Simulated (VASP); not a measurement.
Runs of VASP 6.6.1 on PbS. The structure is that of space group F-43m (No. 216), or close to it. The cells are those of the table. 

| cell | smearing | gap on the mesh (eV) | pressure (GPa) |
| --- | --- | --- | --- |
| a = 4.605 Å, angles 60.0°, 2 atoms | gaussian 0.05 eV | (b) | 1.7 |
| a = 4.668 Å, angles 60.0°, 2 atoms | gaussian 0.05 eV | 1.07 | 0.0 |
| a = 4.668 Å, angles 60.0°, 2 atoms | methfessel-paxton 0.15 eV | 1.07 | 0.0 |
| a = 4.699 Å, angles 60.0°, 2 atoms | gaussian 0.05 eV | 1.11 | (c) |
| a = 4.622, b = 4.622, c = 4.668 Å, angles 59.7, 59.7, 60.7°, 2 atoms | gaussian 0.05 eV | 0.95 | (a) |
| a = 4.729 Å, angles 60.0°, 2 atoms | gaussian 0.05 eV | 1.16 | -1.4 |
| a = 4.775 Å, angles 60.0°, 2 atoms | gaussian 0.05 eV | 1.21 | -2.3 |

Alike in all rows: task single point; level r2SCAN; potentials or basis VASP PAW PBE potentials, release 64 (Pb_d, S); no spin polarisation; k mesh 6 × 6 × 6; cutoff (eV) 520.

Task: Fill in the values left out.

Result: (a) 0.8; (b) 0.97; (c) -0.7.

Caveats: the PAW data sets were made with another functional, which shifts forces and pressure a little; spin-orbit coupling is left out, which moves the levels of the heavy elements.

A k mesh can miss the band edges, and the runs leave out spin-orbit coupling on Pb.
